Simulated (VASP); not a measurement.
Wanted: the native input for a VASP 6.6.1 run.

```
Task                   : electric field gradients
Functional             : PBE
Potentials or basis    : VASP PAW PBE potentials, release 64 (Ba_sv, Ti_sv, O)
Cutoff                 : 520 eV
k mesh                 : 7 × 7 × 7
Occupations            : fermi-dirac, width 0.08 eV
Spin                   : no spin polarisation
Dipole correction      : no
Further INCAR settings : ALGO = Normal; EDIFF = 1e-08; NBANDS = 28
```

The structure of BaTiO3 lies in POSCAR:

```
BaTiO3
1.0
    4.0524349834      0.0000000000      0.0000000000
    0.0000000000      4.0524349834      0.0000000000
    0.0000000000      0.0000000000      4.0708744846
Ba Ti O
1 1 3
Direct
    0.0000000000      0.0000000000      0.0000000000
    0.5000000000      0.5000000000      0.4820000000
    0.5000000000      0.5000000000      0.0160000000
    0.5000000000      0.0000000000      0.5150000000
    0.0000000000      0.5000000000      0.5150000000
```

This cell differs from its parent crystal: volume scaled by 1.04.

One way to write it, as run:

INCAR

```
  PREC = Accurate
  ENCUT = 520
  EDIFF = 1E-8
  ISMEAR = -1
  SIGMA = 0.08
  LREAL = F
  LASPH = T
  NELM = 100
  ALGO = Normal
  ISIF = 2
  LWAVE = F
  LCHARG = F
  GGA = PE
  LEFG = T
  NBANDS = 28
```

KPOINTS

```
regular mesh
0
Gamma
  7 7 7
```

Potentials or basis: VASP PAW PBE potentials, release 64 (Ba_sv, Ti_sv, O).

Launch:

```sh
$ cat potpaw_PBE.64/Ba_sv/POTCAR potpaw_PBE.64/Ti_sv/POTCAR potpaw_PBE.64/O/POTCAR > POTCAR
$ mpirun -np 1 vasp_std > vasp.out
```

Results of the run:

```
Pressure               : -2.0 GPa
Largest force          : 0.578 eV/Å
Band gap on the k mesh : 1.79 eV, indirect (least direct gap 2.05 eV)
```

Caveat: without QUAD_EFG the Cq values of the log hold for a quadrupole moment of 1 mb, not for the nuclei; spin-orbit coupling is left out, which moves the levels of the heavy elements.

Wall time 81 s on 1 thread of Intel Xeon 6975P-C, on a shared host, peak memory 0.22 GiB.
